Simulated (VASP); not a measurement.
# Al2O3 (Pnnm) in VASP: notebook

Runs on Al2O3. Level: LDA. Tasks: single point.

Program: VASP 6.6.1. These are calculated values, not measurements. Logs are shortened: lines on timing, memory, paths and dates and some standing lists are left out, and cuts for length are marked.

## 1. The cell of the first run

The structure is orthorhombic, space group Pnnm (No. 58). Conventional cell: a = 4.684 Å, b = 9.382 Å, c = 2.975 Å, α = 90.00°, β = 90.00°, γ = 90.00°. Al (site symmetry m) has 4 O at 1.64 to 1.80 Å within 2.2 Å. O (site symmetry m) has 3 Al at 1.79 to 1.80 Å within 2.4 Å. O (site symmetry 2/m) has 2 Al at 1.64 Å within 2.2 Å.

## 2. Single point, LDA (strain +0.0200 x Voigt [1, -1, 0, 0, 0, 0])

INCAR

```
PREC = Accurate
ENCUT = 520
EDIFF = 1E-6
ISMEAR = 0
SIGMA = 0.05
LREAL = False
LASPH = True
NELM = 80
ALGO = Normal
ISIF = 2
LWAVE = False
LCHARG = False
NBANDS = 35
```

KPOINTS

```
Automatic mesh
0
Gamma
  6 4 8
```

POSCAR

```
Al2O3
1.0
    4.6844374264      0.0000000000      0.0000000000
    0.0000000000      9.3816587147      0.0000000000
    0.0000000000      0.0000000000      2.9745879034
Al O
4 6
Direct
    0.4138788494      0.3309999366      0.5000000000
    0.5861211506      0.6690000634      0.5000000000
    0.9138788494      0.1690000634      0.0000000000
    0.0861211506      0.8309999366      0.0000000000
    0.7315554251      0.2226862107      0.5000000000
    0.0000000000      0.0000000000      0.0000000000
    0.7684445749      0.7226862107      0.0000000000
    0.2315554251      0.2773137893      0.0000000000
    0.2684445749      0.7773137893      0.5000000000
    0.5000000000      0.5000000000      0.5000000000
```

Potentials or basis: VASP PAW LDA potentials, release 64 (Al, O).

Launch:

```bash
> cat potpaw_LDA.64/Al/POTCAR potpaw_LDA.64/O/POTCAR > POTCAR
> mpirun -np 1 vasp_std > vasp.out
```

OUTCAR:

```text
PREC = Accurate
   ENCUT = 520
   EDIFF = 1E-6
   ISMEAR = 0
   LREAL = False
   LASPH = True
   NELM = 80
   ISIF = 2

 ion  position               nearest neighbor table
   1  0.414  0.331  0.500-  10 1.64   8 1.79   8 1.79   5 1.80   3 3.16   3 3.16   3 3.16   3 3.16
                             2 3.27
   2  0.586  0.669  0.500-  10 1.64   7 1.79   7 1.79   9 1.80   4 3.16   4 3.16   4 3.16   4 3.16
                             1 3.27
   3  0.914  0.169  0.000-   6 1.64   5 1.79   5 1.79   8 1.80   1 3.16   1 3.16   1 3.16   1 3.16
                             4 3.27
   4  0.086  0.831  0.000-   6 1.64   9 1.79   9 1.79   7 1.80   2 3.16   2 3.16   2 3.16   2 3.16
                             3 3.27
   5  0.732  0.223  0.500-   3 1.79   3 1.79   1 1.80
   6  0.000  0.000  0.000-   3 1.64   4 1.64
   7  0.768  0.723  0.000-   2 1.79   2 1.79   4 1.80
   8  0.232  0.277  0.000-   1 1.79   1 1.79   3 1.80
   9  0.268  0.777  0.500-   4 1.79   4 1.79   2 1.80
  10  0.500  0.500  0.500-   1 1.64   2 1.64

  LATTYP: Found a simple orthorhombic cell.
 ALAT       =     2.9745879034
 B/A-ratio  =     1.5748189593
 C/A-ratio  =     3.1539356104

  Lattice vectors:

 A1 = (   0.0000000000,   0.0000000000,   2.9745879034)
 A2 = (   4.6844374264,   0.0000000000,   0.0000000000)
 A3 = (   0.0000000000,   9.3816587147,   0.0000000000)

Analysis of symmetry for initial positions (statically):
=====================================================================
 Subroutine PRICEL returns:
 Original cell was already a primitive cell.

 Routine SETGRP: Setting up the symmetry group for a
 simple orthorhombic supercell.

 Subroutine GETGRP returns: Found  8 space group operations
 (whereof  4 operations were pure point group operations)
 out of a pool of  8 trial point group operations.

The static configuration has the point symmetry C_2h.
 The point group associated with its full space group is D_2h.

Analysis of symmetry for dynamics (positions and initial velocities):
=====================================================================
 Subroutine PRICEL returns:
 Original cell was already a primitive cell.

 Routine SETGRP: Setting up the symmetry group for a
 simple orthorhombic supercell.

 Subroutine GETGRP returns: Found  8 space group operations
 (whereof  4 operations were pure point group operations)
 out of a pool of  8 trial point group operations.

The dynamic configuration has the point symmetry C_2h.
 The point group associated with its full space group is D_2h.

 Subroutine INISYM returns: Found  8 space group operations
 (whereof  4 operations are pure point group operations),
 and found     1 'primitive' translations

----------------------------------------------------------------------------------------

                                     Primitive cell

  volume of cell :     130.7266

  direct lattice vectors                    reciprocal lattice vectors
     4.684437426  0.000000000  0.000000000     0.213472806  0.000000000  0.000000000
     0.000000000  9.381658715  0.000000000     0.000000000  0.106590959  0.000000000
     0.000000000  0.000000000  2.974587903     0.000000000  0.000000000  0.336181022

  length of vectors
     4.684437426  9.381658715  2.974587903     0.213472806  0.106590959  0.336181022

  position of ions in fractional coordinates (direct lattice)
     0.413878849  0.330999937  0.500000000
     0.586121151  0.669000063  0.500000000
     0.913878849  0.169000063  0.000000000
     0.086121151  0.830999937  0.000000000
     0.731555425  0.222686211  0.500000000
     0.000000000  0.000000000  0.000000000
     0.768444575  0.722686211  0.000000000
     0.231555425  0.277313789  0.000000000
     0.268444575  0.777313789  0.500000000
     0.500000000  0.500000000  0.500000000

  ion indices of the primitive-cell ions
   primitive index   ion index
                 1           1
                 2           2
                 3           3
                 4           4
                 5           5
                 6           6
                 7           7
                 8           8
                 9           9
                10          10

----------------------------------------------------------------------------------------

 KPOINTS: Automatic mesh

Automatic generation of k-mesh.
 Grid dimensions read from file:
 generate k-points for:    6    4    8

 Generating k-lattice:

  Cartesian coordinates                     Fractional coordinates (reciprocal lattice)
     0.035578801  0.000000000  0.000000000     0.166666667  0.000000000  0.000000000
     0.000000000  0.026647740  0.000000000     0.000000000  0.250000000  0.000000000
     0.000000000  0.000000000  0.042022628     0.000000000  0.000000000  0.125000000

  Length of vectors
     0.035578801  0.026647740  0.042022628

  Shift w.r.t. Gamma in fractional coordinates (k-lattice)
     0.000000000  0.000000000  0.000000000

 Subroutine IBZKPT returns following result:
 ===========================================

 Found     60 irreducible k-points:

 Following reciprocal coordinates:
            Coordinates               Weight
  0.000000  0.000000  0.000000      1.000000
  0.166667  0.000000  0.000000      2.000000
  0.333333  0.000000  0.000000      2.000000
  0.500000  0.000000  0.000000      1.000000
  0.000000  0.250000  0.000000      2.000000
  0.166667  0.250000  0.000000      4.000000
[... 16 lines left out ...]
  0.333333  0.500000  0.125000      4.000000
  0.500000  0.500000  0.125000      2.000000
 [... further k-points ...]
   k-points           NKPTS =     60   k-points in BZ     NKDIM =     60   number of bands    NBANDS=     35
   number of dos      NEDOS =    301   number of ions     NIONS =     10
   total plane-waves  NPLWV =  60480
   dimension x,y,z NGX =    36 NGY =   70 NGZ =   24
   dimension x,y,z NGXF=    72 NGYF=  140 NGZF=   48
   ions per type =               4   6
   NGX,Y,Z   is equivalent  to a cutoff of  12.78, 12.40, 13.41 a.u.
   NGXF,Y,Z  is equivalent  to a cutoff of  25.55, 24.81, 26.83 a.u.
 SYSTEM =  unknown system
   PREC   = accura    normal or accurate (medium, high low for compatibility)
   ISTART =      0    job   : 0-new  1-cont  2-samecut
   ICHARG =      2    charge: 1-file 2-atom 10-const
   ISPIN  =      1    spin polarized calculation?
   LNONCOLLINEAR =      F non collinear calculations
   LSORBIT =      F    spin-orbit coupling
   LASPH  =      T    aspherical Exc in radial PAW
   ENCUT  =  520.0 eV  38.22 Ry    6.18 a.u.   8.71 17.44  5.53*2*pi/ulx,y,z
   NELM   =     80;   NELMIN=  2; NELMDL= -5     # of ELM steps
   EDIFF  = 0.1E-05   stopping-criterion for ELM
   LREAL  =      F    real-space projection
   EDIFFG = 0.1E-04   stopping-criterion for IOM
   NSW    =      0    number of steps for IOM
   IBRION =     -1    ionic relax: 0-MD 1-quasi-New 2-CG
   NFREE  =      0    steps in history (QN), initial steepest desc. (CG)
   ISIF   =      2    stress and relaxation
   ISYM   =      2    0-nonsym 1-usesym 2-fastsym
   POTIM  = 0.5000    time-step for ionic-motion
   TEBEG  =    0.0;   TEEND  =   0.0 temperature during run
   PSTRESS=    0.0 pullay stress
   NELECT =      48.0000    total number of electrons
   NUPDOWN=      -1.0000    fix difference up-down
   EMIN   =  10.00;   EMAX   =-10.00  energy-range for DOS
   EFERMI =   0.00;   METHOD = LEGACY
   ISMEAR =     0;   SIGMA  =   0.05  broadening in eV -4-tet -1-fermi 0-gaus
   EFERMI_NEDOS =   21; number of points for ismear=-14 and -15
   IALGO  =     38    algorithm
   IMIX   =      4    mixing-type and parameters
     AMIX     =   0.40;   BMIX     =  1.00
     AMIX_MAG =   1.60;   BMIX_MAG =  1.00
  volume/ion in A,a.u.               =      13.07        88.22
  Fermi-wavevector in a.u.,A,eV,Ry     =   1.172287  2.215301 18.697899  1.374257
  Thomas-Fermi vector in A             =   2.308718
   LORBIT       =      0    0 simple, 1 ext, 2 COOP (PROOUT), +10 PAW based schemes
   GGA     = CA    functional components
   LHFCALC =     F    Hartree Fock is set to
   AEXX    =    0.0000 exact exchange contribution
   IVDW    =     0    specifies the selected vdW correction
   LEPSILON=     F    determine dielectric tensor
   LRPA    =     F    only Hartree local field effects (RPA)
 non-spin polarized calculation
 Gauss-broadening in eV      SIGMA  =   0.05
  energy-cutoff  :      520.00
  volume of cell :      130.73
 maximum number of plane-waves:      3564
 NGX is ok and might be reduce to    36
   NGX = 17   NGY = 35   NGZ = 11

 number of electron      47.9999972 magnetization

 Free energy of the ion-electron system (eV)
  ---------------------------------------------------
  ext. energy  EPLUGINS =         0.00000000
  ---------------------------------------------------
  free energy    TOTEN  =       -80.85125892 eV

  energy without entropy =      -80.85125892  energy(sigma->0) =      -80.85125892

 E-fermi :   2.1520     XC(G=0):  -9.5433

 val. band max:        1.8652240973   @ k =   0.0000   0.0000   0.0000
 cond. band min:       5.5181671031   @ k =   0.0000   0.0000   0.0000
 fundamental gap:      3.6529430059
 Fermi energy:         2.1519504436

 k-point     1 :       0.0000    0.0000    0.0000
  band No.  band energies     occupation
      1     -16.8683      2.00000
      2     -16.7559      2.00000
      3     -15.5851      2.00000
      4     -15.5582      2.00000
      5     -14.4384      2.00000
      6     -14.2558      2.00000
[... 27 lines left out ...]
     34      12.8670      0.00000
     35      14.1145      0.00000

 k-point     2 :       0.1667    0.0000    0.0000
  band No.  band energies     occupation
      1     -16.7960      2.00000
      2     -16.6858      2.00000
      3     -15.6929      2.00000
      4     -15.6507      2.00000
      5     -14.4154      2.00000
      6     -14.2623      2.00000
[... 828 lines left out ...]
 k-point    24 :       0.5000    0.5000    0.1250
  band No.  band energies     occupation
      1     -16.2151      2.00000
      2     -16.2151      2.00000
      3     -16.1378      2.00000
      4     -16.1378      2.00000
      5     -14.2822      2.00000
      6     -14.2822      2.00000
[... 27 lines left out ...]
     34      12.8041      0.00000
     35      12.8687      0.00000

 [... further k-points ...]

------------------------ aborting loop because EDIFF is reached ----------------------------------------

  FORCE on cell =-STRESS in cart. coord.  units (eV):
  Direction    XX          YY          ZZ          XY          YZ          ZX
  --------------------------------------------------------------------------------------
  -------------------------------------------------------------------------------------
  Total       -1.1391471      7.5892042     -0.6353810      0.0000000      0.0000000      0.0000000
  in kB      -13.9613208     93.0128478     -7.7871927      0.0000000      0.0000000      0.0000000
  external PRESSURE =      23.7547781 kB  Pullay stress =       0.0000000 kB

 VOLUME and BASIS-vectors are now :
 -----------------------------------------------------------------------------
  energy-cutoff  :      520.00
  volume of cell :      130.73
      direct lattice vectors                 reciprocal lattice vectors
     4.684437426  0.000000000  0.000000000     0.213472806  0.000000000  0.000000000
     0.000000000  9.381658715  0.000000000     0.000000000  0.106590959  0.000000000
     0.000000000  0.000000000  2.974587903     0.000000000  0.000000000  0.336181022

 POSITION                                       TOTAL-FORCE (eV/Angst)
 -----------------------------------------------------------------------------------
      1.93879      3.10533      1.48729        -0.196479     -1.144020     -0.000000
      2.74565      6.27633      1.48729         0.196479      1.144020      0.000000
      4.28101      1.58550      0.00000        -0.196479      1.144020     -0.000000
      0.40343      7.79616      0.00000         0.196479     -1.144020      0.000000
      3.42693      2.08917      1.48729        -0.062387      0.051060      0.000000
      0.00000      0.00000      0.00000         0.000000      0.000000      0.000000
      3.59973      6.78000      0.00000         0.062387      0.051060     -0.000000
      1.08471      2.60166      0.00000        -0.062387     -0.051060      0.000000
      1.25751      7.29249      1.48729         0.062387     -0.051060      0.000000
      2.34222      4.69083      1.48729         0.000000      0.000000      0.000000
 -----------------------------------------------------------------------------------
    total drift:                                0.000000     -0.000000      0.000000

  FREE ENERGIE OF THE ION-ELECTRON SYSTEM (eV)
  ---------------------------------------------------
  free  energy   TOTEN  =       -80.8512589192 eV

  energy  without entropy=      -80.8512589192  energy(sigma->0) =      -80.85125892
```

It took 5.2 min on 1 thread of Intel Xeon 8259CL, shared host; peak memory 0.32 GiB.

What came out:

```
Free energy            : -80.8513 eV
Pressure               : 2.4 GPa
Largest force          : 1.161 eV/Å
Band gap on the k mesh : 3.65 eV
```

Forces in eV/Å, atoms in the order of the input:
```
Al  -0.196 -1.144  0.000
Al   0.196  1.144  0.000
Al  -0.196  1.144  0.000
Al   0.196 -1.144  0.000
O   -0.062  0.051  0.000
O    0.000  0.000  0.000
O    0.062  0.051  0.000
O   -0.062 -0.051  0.000
O    0.062 -0.051  0.000
O    0.000  0.000  0.000
```

Caveat: the cell differs from its parent crystal (strain +0.0200 x Voigt [1, -1, 0, 0, 0, 0]); forces of over 1 eV/Å act on the atoms, so gaps and moduli don't describe the material at rest.

## 3. Single point, LDA (strain -0.0100 x Voigt [1, -1, 0, 0, 0, 0])

INCAR

```
PREC = Accurate ; ENCUT = 520
EDIFF = 1E-6 ; ISMEAR = 0
SIGMA = 0.05 ; LREAL = F
LASPH = T ; NELM = 60
ALGO = Normal ; ISIF = 2
LWAVE = F ; LCHARG = F
GGA = CA ; NBANDS = 35
```

KPOINTS is that of step 2.

POSCAR: that of step 2 with these lines changed.

```diff
@@ -2,4 +2,4 @@
 1.0
-    4.6844374264      0.0000000000      0.0000000000
-    0.0000000000      9.3816587147      0.0000000000
+    4.5466598551      0.0000000000      0.0000000000
+    0.0000000000      9.6688523488      0.0000000000
     0.0000000000      0.0000000000      2.9745879034
```

Potentials or basis: VASP PAW LDA potentials, release 64 (Al, O).

Launch:

```bash
> cat potpaw_LDA.64/Al/POTCAR potpaw_LDA.64/O/POTCAR > POTCAR
> mpirun -np 1 vasp_std > vasp.out
```

Run time: 4.9 min. Hardware: 1 thread of Intel Xeon 8259CL, shared host; peak memory 0.32 GiB.

It converged, with:

```yaml
Free_energy: -80.9337 eV
Pressure: 0.2 GPa
Largest_force: 0.408 eV/Å
Band_gap_on_the_k_mesh: 3.37 eV
```

Forces on the atoms (eV/Å):
```
Al   0.040  0.406  0.000
Al  -0.040 -0.406  0.000
Al   0.040 -0.406  0.000
Al  -0.040  0.406  0.000
O    0.014 -0.022  0.000
O    0.000  0.000  0.000
O   -0.014 -0.022  0.000
O    0.014  0.022  0.000
O   -0.014  0.022  0.000
O    0.000  0.000  0.000
```

Stress tensor (GPa, compression positive):
```
 1.49  0.00  0.00
 0.00 -2.27  0.00
 0.00  0.00  1.36
```

Levels at points of the mesh, in eV from the valence-band top:
```
           k point  band 20  band 21  band 22  band 23  band 24  band 25  band 26  band 27  band 28  band 29
(0.00, 0.00, 0.00)    -1.84    -1.38    -0.63    -0.06     0.00     3.37     5.20     6.09     6.17     6.72
(0.50, 0.00, 0.00)    -2.67    -1.15    -1.15    -0.02    -0.02     5.83     5.83     6.54     6.54     7.36
(0.00, 0.50, 0.00)    -2.04    -0.96    -0.96    -0.03    -0.03     4.07     4.07     6.39     6.39     7.28
(0.50, 0.50, 0.00)    -2.96    -1.07    -1.07    -0.02    -0.02     5.80     5.80     6.32     6.32     8.08
(0.00, 0.00, 0.50)    -2.66    -1.64    -1.64    -0.78    -0.78     6.72     6.72     7.22     7.22     8.04
(0.50, 0.00, 0.50)    -2.36    -1.74    -1.74    -0.84    -0.84     6.69     6.69     8.16     8.16     8.27
(0.00, 0.50, 0.50)    -2.66    -1.74    -1.74    -0.69    -0.69     6.54     6.54     7.66     7.66     7.76
(0.50, 0.50, 0.50)    -2.23    -1.74    -1.74    -0.90    -0.90     6.86     6.86     7.98     7.98     8.13
```

Caveat: the cell differs from its parent crystal (strain -0.0100 x Voigt [1, -1, 0, 0, 0, 0]).

## 4. Single point, LDA (strain +0.0350 x Voigt [1, -1, 0, 0, 0, 0])

INCAR

```
SYSTEM = Al2O3
PREC = Accurate
ENCUT = 520
EDIFF = 1E-7
ISMEAR = 0
SIGMA = 0.05
LREAL = .False.
LASPH = .True.
NELM = 80
ALGO = Normal
ISIF = 2
LWAVE = .False.
LCHARG = .False.
GGA = CA
NBANDS = 35
```

KPOINTS

```
Automatic mesh
0
Gamma
  6 4 8
  0 0 0
```

POSCAR: that of step 3 with these lines changed.

```diff
@@ -2,4 +2,4 @@
 1.0
-    4.5466598551      0.0000000000      0.0000000000
-    0.0000000000      9.6688523488      0.0000000000
+    4.7533262121      0.0000000000      0.0000000000
+    0.0000000000      9.2380618976      0.0000000000
     0.0000000000      0.0000000000      2.9745879034
```

Launch:

```bash
> cat potpaw_LDA.64/Al/POTCAR potpaw_LDA.64/O/POTCAR > POTCAR
> mpirun -np 1 vasp_std > vasp.out
```

Run time: 5.1 min. Hardware: 1 thread of Intel Xeon 8259CL, shared host; peak memory 0.32 GiB.

The run converged. Its results:

- Free energy: -80.6685 eV
- Pressure: 3.8 GPa
- Largest force: 2.066 eV/Å
- Band gap on the k mesh: 3.79 eV

Forces in eV/Å, atoms in the order of the input:
```
Al  -0.371 -2.033  0.000
Al   0.371  2.033  0.000
Al  -0.371  2.033  0.000
Al   0.371 -2.033  0.000
O   -0.092  0.072  0.000
O    0.000  0.000  0.000
O    0.092  0.072  0.000
O   -0.092 -0.072  0.000
O    0.092 -0.072  0.000
O    0.000  0.000  0.000
```

Stress tensor (GPa, compression positive):
```
-2.74  0.00  0.00
 0.00 15.87  0.00
 0.00  0.00 -1.79
```

Levels at points of the mesh, in eV from the valence-band top:
| k point | band 20 | band 21 | band 22 | band 23 | band 24 | band 25 | band 26 | band 27 | band 28 | band 29 |
| --- | --- | --- | --- | --- | --- | --- | --- | --- | --- | --- |
| (0.00, 0.00, 0.00) | -1.45 | -1.33 | -0.30 | -0.08 | 0.00 | 3.79 | 5.55 | 6.64 | 6.75 | 7.29 |
| (0.50, 0.00, 0.00) | -2.16 | -0.88 | -0.88 | -0.03 | -0.03 | 6.19 | 6.19 | 7.01 | 7.01 | 7.81 |
| (0.00, 0.50, 0.00) | -1.78 | -0.71 | -0.71 | -0.04 | -0.04 | 4.49 | 4.49 | 6.95 | 6.95 | 7.74 |
| (0.50, 0.50, 0.00) | -2.45 | -0.76 | -0.76 | -0.03 | -0.03 | 6.29 | 6.29 | 6.59 | 6.59 | 8.76 |
| (0.00, 0.00, 0.50) | -2.16 | -1.34 | -1.34 | -0.65 | -0.65 | 7.25 | 7.25 | 7.79 | 7.79 | 8.49 |
| (0.50, 0.00, 0.50) | -1.86 | -1.53 | -1.53 | -0.59 | -0.59 | 7.21 | 7.21 | 8.39 | 8.39 | 8.65 |
| (0.00, 0.50, 0.50) | -2.05 | -1.60 | -1.60 | -0.49 | -0.49 | 7.08 | 7.08 | 8.15 | 8.15 | 8.28 |
| (0.50, 0.50, 0.50) | -1.83 | -1.42 | -1.42 | -0.72 | -0.72 | 7.37 | 7.37 | 8.25 | 8.25 | 8.58 |

Caveat: the cell differs from its parent crystal (strain +0.0350 x Voigt [1, -1, 0, 0, 0, 0]); the cell stands under pressure; forces of over 1 eV/Å act on the atoms, so gaps and moduli don't describe the material at rest.

## 5. Summary

```csv
cell,gap on the mesh (eV),pressure (GPa),largest force (eV/Å)
"a = 4.684, b = 9.382, c = 2.975 Å, 10 atoms",3.65,2.4,1.16
"a = 4.547, b = 9.669, c = 2.975 Å, 10 atoms",3.37,0.2,0.41
"a = 4.753, b = 9.238, c = 2.975 Å, 10 atoms",3.79,3.8,2.07
```

Alike in all rows: task single point; level LDA; potentials or basis VASP PAW LDA potentials, release 64 (Al, O); no spin polarisation; k mesh 6 × 4 × 8; cutoff (eV) 520; smearing gaussian 0.05 eV.

Caveats: forces of over 1 eV/Å act on the atoms, so gaps and moduli don't describe the material at rest (at least some runs); the cell stands under pressure (at least some runs).

Absolute energies hang on the potentials; compare differences alone.
